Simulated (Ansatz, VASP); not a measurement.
**WSe2: VASP beside Ansatz**

```
W Se
1.0
     3.27930    0.00000    0.00000
    -1.63965    2.83996    0.00000
     0.00000    0.00000   12.60328
W Se
2 4
Direct
  0.66667 0.33333 0.24991
  0.33333 0.66667 0.75009
  0.33333 0.66667 0.38217
  0.66667 0.33333 0.88235
  0.33333 0.66667 0.11765
  0.66667 0.33333 0.61783
```

Change from the starting cell: equal strain along all axes, cell held, atoms relaxed: +1.5 %.

Alike in both runs: functional PBEsol; dispersion D3(BJ); k mesh 12 × 12 × 4; occupations gaussian, width 0.02 eV; no spin polarisation.

Ansatz relaxed the structure, and its values are those at the end. VASP's run is a single point on that final structure, the one shown.

```csv
,VASP,Ansatz
version,VASP 6.6.1,Ansatz 0.2.0
potentials or method,"VASP PAW PBE potentials, release 64 (W_sv, Se), cutoff 520 eV","scalar-relativistic, plane waves, PAW"
valence electrons in the cell,52,92
```

```csv
,VASP,Ansatz,Ansatz less VASP
gap on the k mesh at the Fermi level (eV),0.80,0.80,+0.006
least direct gap on the mesh (eV),1.51,1.51,+0.003
pressure (GPa),-2.8,-3.2,-0.44
rms of the force components (eV/Å),0.029,0.001,-0.0284
```

VASP's potentials were made for PBE, not for PBEsol. VASP's potentials hold 52 valence electrons a cell and Ansatz's 92, so a difference there can come from the potentials and not from the codes. Ansatz's warnings: stress scf threshold loose.

Spin-orbit coupling is off throughout.
